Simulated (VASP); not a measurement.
# Te: relaxation of cell and atoms with PBE

Te:

```
Te
1.0
     3.17125    0.00000    0.00000
     0.00000    3.17125    0.00000
     0.00000    0.00000    3.17125
Te
1
Direct
  0.00000 0.00000 0.00000
```

This isn't the form of Te at room conditions, which is trigonal, of chains.

```
Program                : VASP 6.6.1
Task                   : relaxation of cell and atoms
Functional             : PBE
Potentials or basis    : VASP PAW PBE potentials, release 64 (Te)
Cutoff                 : 600 eV
k mesh                 : 12 × 12 × 12
Occupations            : fermi-dirac, width 0.08 eV
Spin                   : no spin polarisation
Target pressure        : 1.6 GPa
Dipole correction      : no
Further INCAR settings : ALGO = Normal; EDIFF = 1e-07; IBRION = 2; EDIFFG = -0.005; NSW = 32; ISIF = 3
```

```
Relaxed volume                                             : 31.86 Å³/atom
Relaxed cell                                               : a = 3.170 Å, b = 3.170 Å, c = 3.170 Å, α = 90.00°, β = 90.00°, γ = 90.00°
Space group after relaxing (to 0.1 Å)                      : Pm-3m (No. 221)
Energy change on relaxing (the run minimises the enthalpy) : +0.3 meV/atom
Ionic steps                                                : 3
Pressure after relaxing                                    : 1.6 GPa
Band gap on the k mesh                                     : zero (bands 3 and 4 overlap by 5.70 eV)
```

Step by step:
```
step  energy change (eV)  largest force (eV/Å)  pressure (GPa)  volume (Å³)
   1              0.0000                0.0000            1.55        31.89
   2              0.0005                0.0000            1.63        31.85
   3              0.0003                0.0000            1.61        31.86
```

Final structure:
```xyz
1
Lattice="3.1702 0.0000 0.0000 0.0000 3.1702 0.0000 0.0000 0.0000 3.1702" Properties=species:S:1:pos:R:3 pbc="T T T"
Te    0.0000    0.0000    0.0000
```

Levels at points of the mesh, in eV from the Fermi level:
```tsv
k point	band 1	band 2	band 3	band 4	band 5	band 6	band 7
(0.00, 0.00, 0.00)	-13.83	1.19	1.19	1.19	5.98	5.98	6.57
(0.50, 0.00, 0.00)	-12.04	-6.18	2.61	2.61	7.80	9.55	9.73
(0.50, 0.50, 0.00)	-10.19	-4.57	-4.57	2.01	3.99	10.95	12.44
(0.50, 0.50, 0.50)	-8.24	-3.08	-3.08	-3.08	4.35	4.35	4.35
```

Run time: 19 s on 1 thread of AMD EPYC 9R45 (Zen 5) (shared host), peak memory 0.14 GiB.

Caveat: the cell is relaxed towards a set pressure, so the run minimises the enthalpy, not the energy; spin-orbit coupling is left out, which moves the levels of the heavy elements.
